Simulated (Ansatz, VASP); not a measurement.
Given: the input of a run of Ansatz 0.2.0 on SiNi3.

input.yaml

```yaml
crystal:
  lattice:
    - [3.4941292669, 0.0, 0.0]
    - [0.0, 3.4941292669, 0.0]
    - [0.0, 0.0, 3.4941292669]
  atoms:
    - { symbol: Ni, position: [0.5, 0.5, 0.0], spin: 1.0 }
    - { symbol: Ni, position: [0.5, 0.0, 0.5], spin: 1.0 }
    - { symbol: Ni, position: [0.0, 0.5, 0.5], spin: 1.0 }
    - { symbol: Si, position: [0.0, 0.0, 0.0] }
hamiltonian:
  xc: r2scan
  pseudopotentials: { kind: paw }
magnetization:
  spin_polarized: true
kpoints:
  mp_grid: { grid: [8, 8, 8] }
scf:
  occupations: { method: fermi_dirac, width: 0.05 }
output:
  forces: true
  stress: true
  eigenvalues: true
```

Potentials or basis: Ansatz PAW.

Run with:

```sh
$ ansatz run input.yaml --threads 2 --pin off --max-ram 5632MiB --backend cpu --events-out ev --progress --plain --runs-dir out
```

**Question.** Translate it to VASP 6.6.1. Potentials there: VASP PAW PBE potentials, release 64 (Ni, Si).

**Answer.** As run (the cutoff follows the program's own potentials):

POSCAR

```
SiNi3
1.0
    3.4941292669      0.0000000000      0.0000000000
    0.0000000000      3.4941292669      0.0000000000
    0.0000000000      0.0000000000      3.4941292669
Ni Si
3 1
Direct
    0.5000000000      0.5000000000      0.0000000000
    0.5000000000      0.0000000000      0.5000000000
    0.0000000000      0.5000000000      0.5000000000
    0.0000000000      0.0000000000      0.0000000000
```

File INCAR.step1:

```
ALGO = Normal
EDIFF = 1E-4
ENCUT = 520
GGA = PE
ISMEAR = -1
ISPIN = 2
LASPH = T
LCHARG = F
LMAXMIX = 4
LREAL = F
LWAVE = T
MAGMOM = 1 1 1 0
NBANDS = 29
NELM = 150
PREC = Accurate
SIGMA = 0.05
```

INCAR.step2

```
ALGO = Normal
EDIFF = 1E-6
ENCUT = 520
ISIF = 2
ISMEAR = -1
ISPIN = 2
ISTART = 1
LASPH = T
LCHARG = F
LMAXMIX = 4
LMIXTAU = T
LORBIT = 11
LREAL = F
LWAVE = F
MAGMOM = 1 1 1 0
METAGGA = R2SCAN
NBANDS = 29
NELM = 150
PREC = Accurate
SIGMA = 0.05
```

KPOINTS

```
k-points
0
Gamma
  8 8 8
```

Potentials or basis: VASP PAW PBE potentials, release 64 (Ni, Si).

Launch:

```sh
$ cat potpaw_PBE.64/Ni/POTCAR potpaw_PBE.64/Si/POTCAR > POTCAR
$ cp INCAR.step1 INCAR
$ mpirun -np 1 vasp_std > vasp.out
$ cp INCAR.step2 INCAR
$ mpirun -np 1 vasp_std > vasp.out
```

Both were run:

|  | VASP | Ansatz | Ansatz less VASP |
| --- | --- | --- | --- |
| gap on the k mesh at the Fermi level (eV) | none | none | - |
| pressure (GPa) | -5.3 | -5.7 | -0.39 |
| net moment per atom (μB) | 0.00 | 0.03 | +0.034 |
| size of the moment on the site where the two differ most (μB) | 0.00 | 0.06 | +0.054 |

VASP's potentials were made for PBE, not for r2SCAN. Site moments also hang on the region over which each program counts them. A gap of «none» marks a metal or a gap that the smearing closes. With one functional, cell and mesh, what is left measures potentials, basis and numerics. VASP's potentials hold 34 valence electrons a cell and Ansatz's 58, so a difference there can come from the potentials and not from the codes.

Noted on Ansatz's run: the magnetic or orbital state may not be the lowest.
